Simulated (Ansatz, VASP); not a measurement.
# C: VASP beside Ansatz

Contents of INCAR:

```
SYSTEM = C
  ALGO = Normal
  EDIFF = 1E-6
  ENCUT = 520
  GGA = PS
  ISIF = 2
  ISMEAR = 0
  IVDW = 12
  LASPH = .TRUE.
  LCHARG = .FALSE.
  LREAL = .FALSE.
  LWAVE = .FALSE.
  NBANDS = 11
  NELM = 100
  PREC = Accurate
  SIGMA = 0.03
```

The input KPOINTS:

```
k-points
0
G
  16 16 16
  0 0 0
```

POSCAR

```
C
1.0
    0.0000000000      2.1832941913      3.4107750586
    1.2613597963      0.0000000000      3.4107750586
    1.2613597963      2.1832941913      0.0000000000
C
2
Direct
    0.2019510748      0.7980489252      0.2019510748
    0.7980489252      0.2019510748      0.7980489252
```

Input for Ansatz:

```yaml
crystal:
  lattice:
    - [0.0, 2.1832941913, 3.4107750586]
    - [1.2613597963, 0.0, 3.4107750586]
    - [1.2613597963, 2.1832941913, 0.0]
  atoms:
    - { symbol: C, position: [0.2019510748, 0.7980489252, 0.2019510748] }
    - { symbol: C, position: [0.7980489252, 0.2019510748, 0.7980489252] }
basis:
  ecutwfc: 520.0
kpoints:
  mp_grid: { grid: [16, 16, 16] }
hamiltonian:
  xc: pbesol
  pseudopotentials: { kind: paw, azcp: { folder: soft_1 } }
  dispersion: d3bj
scf:
  occupations: { method: gaussian, width: 0.03 }
output:
  forces: true
  stress: true
  eigenvalues: true
```

Alike in both runs: task single point; functional PBEsol; dispersion D3(BJ); k mesh 16 × 16 × 16; occupations gaussian, width 0.03 eV; no spin polarisation.

|  | VASP | Ansatz |
| --- | --- | --- |
| version | VASP 6.6.1 | Ansatz 0.2.0 |
| potentials or method | VASP PAW PBE potentials, release 64 (C), cutoff 520 eV | scalar-relativistic, plane waves, PAW |
| valence electrons in the cell | 8 | 8 |

```csv
,VASP,Ansatz,Ansatz less VASP
gap on the k mesh at the Fermi level (eV),none,none,-
pressure (GPa),3.3,3.0,-0.37
"traceless stress, the component that is largest in VASP (GPa)",13.72,13.09,-0.629
rms of the force components (eV/Å),4.017,4.013,-0.0037
```

VASP's potentials were made for PBE, not for PBEsol, and Ansatz warns of the same on its side. Atom by atom the forces differ by 0.004 eV/Å (rms over components). A gap of «none» marks a metal or a gap that the smearing closes.
